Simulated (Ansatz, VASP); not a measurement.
Two plane-wave programs on Pt

```
Pt
1.0
     0.00000    1.98578    1.98578
     1.98578    0.00000    1.98578
     1.98578    1.98578    0.00000
Pt
1
Direct
  0.00000 0.00000 0.00000
```

Alike in both runs: task single point; functional PBE; k mesh 14 × 14 × 14; no spin polarisation.

```csv
,VASP,Ansatz
version,VASP 6.6.1,Ansatz 0.2.0
potentials or method,"VASP PAW PBE potentials, release 64 (Pt), cutoff 520 eV","plane waves (420 eV) with PAW, scalar-relativistic"
occupations,"methfessel-paxton of order 1, width 0.01 eV","cold, width 0.01 eV"
valence electrons in the cell,10,18
```

```csv
,VASP,Ansatz,Ansatz less VASP
pressure (GPa),-1.0,-0.5,+0.49
```

VASP's potentials hold 10 valence electrons a cell and Ansatz's 18, so a difference there can come from the potentials and not from the codes.

Neither program's run includes spin-orbit coupling.
